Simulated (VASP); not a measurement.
Runs of VASP 6.6.1 on BAs (zincblende type). The structure is that of space group F-43m (No. 216), or close to it. The cells are those of the table. 

```csv
task,cell,k mesh for the DOS,occupations for the DOS,gap on the mesh (eV),pressure (GPa)
single point,"a = 3.331 Å, angles 60.0°, 2 atoms",-,-,(c),(b)
single point,"a = 2.786 Å, angles 60.0°, 2 atoms",-,-,0.49,262.6
single point,"a = 2.931 Å, angles 60.0°, 2 atoms",-,-,0.68,146.7
single point,"a = 3.048 Å, angles 60.0°, 2 atoms",-,-,0.82,86.1
single point,"a = 3.259 Å, angles 60.0°, 2 atoms",-,-,1.07,22.9
single point,"a = 3.157 Å, angles 60.0°, 2 atoms",-,-,0.96,47.7
single point,"a = 3.401 Å, angles 60.0°, 2 atoms",-,-,(a),0.6
```

Alike in all rows: level PBE; potentials or basis VASP PAW PBE potentials, release 64 (B, As); no spin polarisation; k mesh 14 × 14 × 14; cutoff (eV) 520; smearing fermi-dirac 0.08 eV.

Q: Estimate the missing entries.

A: (a) 1.22; (b) 10.0; (c) 1.15.

A k mesh can miss the band edges, and the runs leave out spin-orbit coupling on As.
